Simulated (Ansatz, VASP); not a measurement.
**Si4C3: VASP beside Ansatz**

```
CELL_PARAMETERS angstrom
3.14190 0.00000 0.00000
-1.57095 2.72097 0.00000
0.00000 0.00000 18.78128
ATOMIC_POSITIONS crystal
Si 0.66667 0.33333 0.26448
Si 0.33333 0.66667 0.13075
Si 0.00000 0.00000 0.99711
Si 0.33333 0.66667 0.80030
Si 0.66667 0.33333 0.66576
Si 0.00000 0.00000 0.39811
Si 0.33333 0.66667 0.53169
Si 0.33333 0.66667 0.92662
C 0.33333 0.66667 0.23110
C 0.00000 0.00000 0.09775
C 0.66667 0.33333 0.76850
C 0.33333 0.66667 0.63350
C 0.66667 0.33333 0.36525
C 0.00000 0.00000 0.49938
```

Alike in both runs: task relaxation of cell and atoms; functional PBE; k mesh 12 × 12 × 2; occupations gaussian, width 0.1 eV; no spin polarisation.

|  | VASP | Ansatz |
| --- | --- | --- |
| version | VASP 6.6.1 | Ansatz 0.2.0 |
| potentials or method | VASP PAW PBE potentials, release 64 (Si, C), cutoff 600 eV | scalar-relativistic, plane waves, PAW |
| valence electrons in the cell | 56 | 56 |

|  | VASP | Ansatz | Ansatz less VASP |
| --- | --- | --- | --- |
| gap on the k mesh at the Fermi level, each at its own relaxed structure (eV) | none | none | - |
| relaxed volume (Å³/atom) | 11.44 | 11.45 | +0.010 |
| relaxed cell length with the largest relative difference (Å) | 18.802 | 18.808 | +0.0060 |

A gap of «none» marks a metal or a gap that the smearing closes.
